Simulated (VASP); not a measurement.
Set up this calculation in VASP 6.6.1, as the native input.

```
Task                   : single point
Functional             : LDA
Potentials or basis    : VASP PAW LDA potentials, release 64 (Mo_sv, S)
Cutoff                 : 500 eV
k mesh                 : 7 × 7 × 3
Occupations            : fermi-dirac, width 0.1 eV
Spin                   : no spin polarisation
Dipole correction      : no
Further INCAR settings : ALGO = Normal; EDIFF = 1e-06; NBANDS = 20
```

The structure of MoS2 lies in POSCAR:

```
MoS2
1.0
    3.2274650000      0.0000000000      0.0000000000
   -1.6137325000      2.7950666798      0.0000000000
    0.0000000000      0.0000000000      6.3124730000
Mo S
1 2
Direct
    0.0000000000      0.0000000000      0.5000000000
    0.3333333333      0.6666666667      0.2553190000
    0.6666666667      0.3333333333      0.7446810000
```

One way to write it, as run:

INCAR

```
PREC = Accurate ; ENCUT = 500
EDIFF = 1E-6 ; ISMEAR = -1
SIGMA = 0.1 ; LREAL = F
LASPH = T ; NELM = 120
ALGO = Normal ; ISIF = 2
LWAVE = F ; LCHARG = F
NBANDS = 20 ; GGA_COMPAT = F
```

KPOINTS

```
regular mesh
0
Gamma
  7 7 3
```

Potentials or basis: VASP PAW LDA potentials, release 64 (Mo_sv, S).

The run is started by

```bash
$ cat potpaw_LDA.64/Mo_sv/POTCAR potpaw_LDA.64/S/POTCAR > POTCAR
$ mpirun -np 1 vasp_std > vasp.out
```

It gave:

The pressure is -5.6 GPa and the largest force is 0.155 eV/Å. The band gap on the k mesh is zero (bands 13 and 14 overlap by 0.61 eV).

Caveat: the cell stands under tension.

Wall time 16 s on 1 thread of Intel(R) Xeon(R) Platinum 8488C (Sapphire Rapids), on a shared host, peak memory 0.15 GiB.
